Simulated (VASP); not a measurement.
# RbCl (Fm-3m) in VASP: notebook

The runs below take RbCl through electric field gradients, with LDA, PBEsol, r2SCAN.

All numbers are computed with VASP 6.6.1; they aren't measurements. Logs are shortened: lines on timing, memory, paths and dates and some standing lists are left out, and cuts for length are marked.

## 1. The cell of the first run

It takes space group Fm-3m (No. 225, cubic). Conventional cell: a = 6.548 Å, b = 6.548 Å, c = 6.548 Å, α = 90.00°, β = 90.00°, γ = 90.00°. Rb (site symmetry m-3m) has 6 Cl at 3.27 Å within 4.3 Å. Cl (site symmetry m-3m) has 6 Rb at 3.27 Å within 4.3 Å.

## 2. Electric field gradients, LDA

INCAR reads:

```
SYSTEM = RbCl
ALGO = Normal ; EDIFF = 1E-8
ENCUT = 400 ; GGA_COMPAT = .False.
ISIF = 2 ; ISMEAR = -1
LASPH = .True. ; LCHARG = .False.
LEFG = .True. ; LREAL = .False.
LWAVE = .False. ; NBANDS = 15
NELM = 120 ; PREC = Accurate
SIGMA = 0.03
```

KPOINTS reads:

```
k-points
0
Gamma
  6 6 6
  0 0 0
```

POSCAR reads:

```
RbCl
1.0
    0.0000000000      3.2740000000      3.2740000000
    3.2740000000      0.0000000000      3.2740000000
    3.2740000000      3.2740000000      0.0000000000
Rb Cl
1 1
Direct
    0.0000000000      0.0000000000      0.0000000000
    0.5000000000      0.5000000000      0.5000000000
```

Potentials or basis: VASP PAW LDA potentials, release 64 (Rb_sv, Cl).

On the command line:

```console
cat potpaw_LDA.64/Rb_sv/POTCAR potpaw_LDA.64/Cl/POTCAR > POTCAR
mpirun -np 1 vasp_std > vasp.out
```

OUTCAR:

```text
SYSTEM = RbCl
   EDIFF = 1E-8
   ENCUT = 400
   ISIF = 2
   ISMEAR = -1
   LASPH = .True.
   LREAL = .False.
   NELM = 120
   PREC = Accurate

 ion  position               nearest neighbor table
   1  0.000  0.000  0.000-   2 3.27   2 3.27   2 3.27   2 3.27   2 3.27   2 3.27
   2  0.500  0.500  0.500-   1 3.27   1 3.27   1 3.27   1 3.27   1 3.27   1 3.27

  LATTYP: Found a face centered cubic cell.
 ALAT       =     6.5480000000

  Lattice vectors:

 A1 = (   0.0000000000,   3.2740000000,   3.2740000000)
 A2 = (   3.2740000000,   0.0000000000,   3.2740000000)
 A3 = (   3.2740000000,   3.2740000000,   0.0000000000)

Analysis of symmetry for initial positions (statically):
=====================================================================
 Subroutine PRICEL returns:
 Original cell was already a primitive cell.

 Routine SETGRP: Setting up the symmetry group for a
 face centered cubic supercell.

 Subroutine GETGRP returns: Found 48 space group operations
 (whereof 48 operations were pure point group operations)
 out of a pool of 48 trial point group operations.

The static configuration has the point symmetry O_h .

Analysis of symmetry for dynamics (positions and initial velocities):
=====================================================================
 Subroutine PRICEL returns:
 Original cell was already a primitive cell.

 Routine SETGRP: Setting up the symmetry group for a
 face centered cubic supercell.

 Subroutine GETGRP returns: Found 48 space group operations
 (whereof 48 operations were pure point group operations)
 out of a pool of 48 trial point group operations.

The dynamic configuration has the point symmetry O_h .

 Subroutine INISYM returns: Found 48 space group operations
 (whereof 48 operations are pure point group operations),
 and found     1 'primitive' translations

----------------------------------------------------------------------------------------

                                     Primitive cell

  volume of cell :      70.1885

  direct lattice vectors                    reciprocal lattice vectors
     0.000000000  3.274000000  3.274000000    -0.152718387  0.152718387  0.152718387
     3.274000000  0.000000000  3.274000000     0.152718387 -0.152718387  0.152718387
     3.274000000  3.274000000  0.000000000     0.152718387  0.152718387 -0.152718387

  length of vectors
     4.630135203  4.630135203  4.630135203     0.264516006  0.264516006  0.264516006

  position of ions in fractional coordinates (direct lattice)
     0.000000000  0.000000000  0.000000000
     0.500000000  0.500000000  0.500000000

  ion indices of the primitive-cell ions
   primitive index   ion index
                 1           1
                 2           2

----------------------------------------------------------------------------------------

 KPOINTS: k-points

Automatic generation of k-mesh.
 Grid dimensions read from file:
 generate k-points for:    6    6    6

 Generating k-lattice:

  Cartesian coordinates                     Fractional coordinates (reciprocal lattice)
    -0.025453065  0.025453065  0.025453065     0.166666667  0.000000000  0.000000000
     0.025453065 -0.025453065  0.025453065     0.000000000  0.166666667  0.000000000
     0.025453065  0.025453065 -0.025453065     0.000000000  0.000000000  0.166666667

  Length of vectors
     0.044086001  0.044086001  0.044086001

  Shift w.r.t. Gamma in fractional coordinates (k-lattice)
     0.000000000  0.000000000  0.000000000

 Subroutine IBZKPT returns following result:
 ===========================================

 Found     16 irreducible k-points:

 Following reciprocal coordinates:
            Coordinates               Weight
  0.000000  0.000000  0.000000      1.000000
  0.166667  0.000000  0.000000      8.000000
  0.333333  0.000000  0.000000      8.000000
  0.500000  0.000000  0.000000      4.000000
  0.166667  0.166667  0.000000      6.000000
  0.333333  0.166667  0.000000     24.000000
[... 8 lines left out ...]
 -0.333333  0.333333  0.166667     24.000000
 -0.333333  0.500000  0.166667     12.000000
   k-points           NKPTS =     16   k-points in BZ     NKDIM =     16   number of bands    NBANDS=     15
   number of dos      NEDOS =    301   number of ions     NIONS =      2
   total plane-waves  NPLWV =  27000
   dimension x,y,z NGX =    30 NGY =   30 NGZ =   30
   dimension x,y,z NGXF=    60 NGYF=   60 NGZF=   60
   ions per type =               1   1
   NGX,Y,Z   is equivalent  to a cutoff of  10.77, 10.77, 10.77 a.u.
   NGXF,Y,Z  is equivalent  to a cutoff of  21.54, 21.54, 21.54 a.u.
 SYSTEM =  RbCl
   PREC   = accura    normal or accurate (medium, high low for compatibility)
   ISTART =      0    job   : 0-new  1-cont  2-samecut
   ICHARG =      2    charge: 1-file 2-atom 10-const
   ISPIN  =      1    spin polarized calculation?
   LNONCOLLINEAR =      F non collinear calculations
   LSORBIT =      F    spin-orbit coupling
   LASPH  =      T    aspherical Exc in radial PAW
   ENCUT  =  400.0 eV  29.40 Ry    5.42 a.u.   7.55  7.55  7.55*2*pi/ulx,y,z
   NELM   =    120;   NELMIN=  2; NELMDL= -5     # of ELM steps
   EDIFF  = 0.1E-07   stopping-criterion for ELM
   LREAL  =      F    real-space projection
   EDIFFG = 0.1E-06   stopping-criterion for IOM
   NSW    =      0    number of steps for IOM
   IBRION =     -1    ionic relax: 0-MD 1-quasi-New 2-CG
   NFREE  =      0    steps in history (QN), initial steepest desc. (CG)
   ISIF   =      2    stress and relaxation
   ISYM   =      2    0-nonsym 1-usesym 2-fastsym
   POTIM  = 0.5000    time-step for ionic-motion
   TEBEG  =    0.0;   TEEND  =   0.0 temperature during run
   PSTRESS=    0.0 pullay stress
   NELECT =      16.0000    total number of electrons
   NUPDOWN=      -1.0000    fix difference up-down
   EMIN   =  10.00;   EMAX   =-10.00  energy-range for DOS
   EFERMI =   0.00;   METHOD = LEGACY
   ISMEAR =    -1;   SIGMA  =   0.03  broadening in eV -4-tet -1-fermi 0-gaus
   EFERMI_NEDOS =   21; number of points for ismear=-14 and -15
   IALGO  =     38    algorithm
   IMIX   =      4    mixing-type and parameters
     AMIX     =   0.40;   BMIX     =  1.00
     AMIX_MAG =   1.60;   BMIX_MAG =  1.00
  volume/ion in A,a.u.               =      35.09       236.83
  Fermi-wavevector in a.u.,A,eV,Ry     =   1.000060  1.889840 13.607465  1.000120
  Thomas-Fermi vector in A             =   2.132392
   LORBIT       =      0    0 simple, 1 ext, 2 COOP (PROOUT), +10 PAW based schemes
   GGA     = CA    functional components
   LHFCALC =     F    Hartree Fock is set to
   AEXX    =    0.0000 exact exchange contribution
   IVDW    =     0    specifies the selected vdW correction
   LEPSILON=     F    determine dielectric tensor
   LRPA    =     F    only Hartree local field effects (RPA)
 non-spin polarized calculation
  energy-cutoff  :      400.00
  volume of cell :       70.19
 maximum number of plane-waves:      1303
   NGX = 15   NGY = 15   NGZ = 15

 number of electron      15.9999999 magnetization

 Free energy of the ion-electron system (eV)
  ---------------------------------------------------
  ext. energy  EPLUGINS =         0.00000000
  ---------------------------------------------------
  free energy    TOTEN  =        -7.24444043 eV

  energy without entropy =       -7.24444043  energy(sigma->0) =       -7.24444043

 E-fermi :  -1.3714     XC(G=0):  -7.9649

 val. band max:       -2.0863940140   @ k =   0.0000   0.0000   0.0000
 cond. band min:       2.5157178120   @ k =   0.0000   0.0000   0.0000
 fundamental gap:      4.6021118260
 Fermi energy:        -1.3714031510

 k-point     1 :       0.0000    0.0000    0.0000
  band No.  band energies     occupation
      1     -25.8343      2.00000
      2     -14.0034      2.00000
      3      -9.9485      2.00000
      4      -9.9485      2.00000
      5      -9.9485      2.00000
      6      -2.0864      2.00000
      7      -2.0864      2.00000
      8      -2.0864      2.00000
      9       2.5157      0.00000
     10       5.6320      0.00000
     11       5.6320      0.00000
     12       5.6320      0.00000
     13       6.6864      0.00000
     14       6.6864      0.00000
[... 257 lines left out ...]
      2     -13.9777      2.00000
      3     -10.2004      2.00000
      4     -10.1099      2.00000
      5      -9.9676      2.00000
      6      -2.4818      2.00000
      7      -2.3915      2.00000
      8      -2.2776      2.00000
      9       4.4711      0.00000
     10       6.1556      0.00000
     11       6.4621      0.00000
     12       7.5665      0.00000
     13       8.6539      0.00000
     14       9.6099      0.00000
     15      10.0053      0.00000

------------------------ aborting loop because EDIFF is reached ----------------------------------------

  FORCE on cell =-STRESS in cart. coord.  units (eV):
  Direction    XX          YY          ZZ          XY          YZ          ZX
  --------------------------------------------------------------------------------------
  -------------------------------------------------------------------------------------
  Total       -0.6083722     -0.6083722     -0.6083722      0.0000000     -0.0000000      0.0000000
  in kB      -13.8871752    -13.8871752    -13.8871752      0.0000000     -0.0000000      0.0000000
  external PRESSURE =     -13.8871752 kB  Pullay stress =       0.0000000 kB

 VOLUME and BASIS-vectors are now :
 -----------------------------------------------------------------------------
  energy-cutoff  :      400.00
  volume of cell :       70.19
      direct lattice vectors                 reciprocal lattice vectors
     0.000000000  3.274000000  3.274000000    -0.152718387  0.152718387  0.152718387
     3.274000000  0.000000000  3.274000000     0.152718387 -0.152718387  0.152718387
     3.274000000  3.274000000  0.000000000     0.152718387  0.152718387 -0.152718387

 POSITION                                       TOTAL-FORCE (eV/Angst)
 -----------------------------------------------------------------------------------
      0.00000      0.00000      0.00000         0.000000      0.000000     -0.000000
      3.27400      3.27400      3.27400        -0.000000     -0.000000      0.000000
 -----------------------------------------------------------------------------------
    total drift:                                0.000000      0.000000      0.000000

  FREE ENERGIE OF THE ION-ELECTRON SYSTEM (eV)
  ---------------------------------------------------
  free  energy   TOTEN  =        -7.2444404295 eV

  energy  without entropy=       -7.2444404295  energy(sigma->0) =       -7.24444043

 Electric field gradients (V/A^2)
---------------------------------------------------------------------
 ion       V_xx      V_yy      V_zz      V_xy      V_xz      V_yz
---------------------------------------------------------------------
   1       0.000    -0.000    -0.000    -0.000    -0.000    -0.000
   2      -0.000     0.000     0.000     0.002     0.002     0.002
---------------------------------------------------------------------

 Electric field gradients after diagonalization (V/A^2)
 (convention: |V_zz| > |V_xx| > |V_yy|)
----------------------------------------------------------------------
 ion       V_xx      V_yy      V_zz     asymmetry (V_yy - V_xx)/ V_zz
----------------------------------------------------------------------
   1       0.000     0.000    -0.000       0.000
   2      -0.002    -0.002     0.004       0.000
----------------------------------------------------------------------

           NMR quadrupolar parameters

 Cq : quadrupolar parameter    Cq=e*Q*V_zz/h
 eta: asymmetry parameters     (V_yy - V_xx)/ V_zz
 Q  : nuclear electric quadrupole moment in mb (millibarn)
----------------------------------------------------------------------
 ion       Cq(MHz)       eta       Q (mb)
----------------------------------------------------------------------
   1      -0.000       0.000       1.000
   2       0.000       0.000       1.000
----------------------------------------------------------------------
```

Run time: 22 s. Hardware: 1 thread of Intel Xeon 8259CL, shared host; peak memory 0.15 GiB.

What came out:

```yaml
Free_energy: -7.2444 eV
Pressure: -1.4 GPa
Band_gap_on_the_k_mesh: 4.60 eV
Largest_electric_field_gradient_by_atom: zero within the noise of the run
```

[end of part 1 of 3]
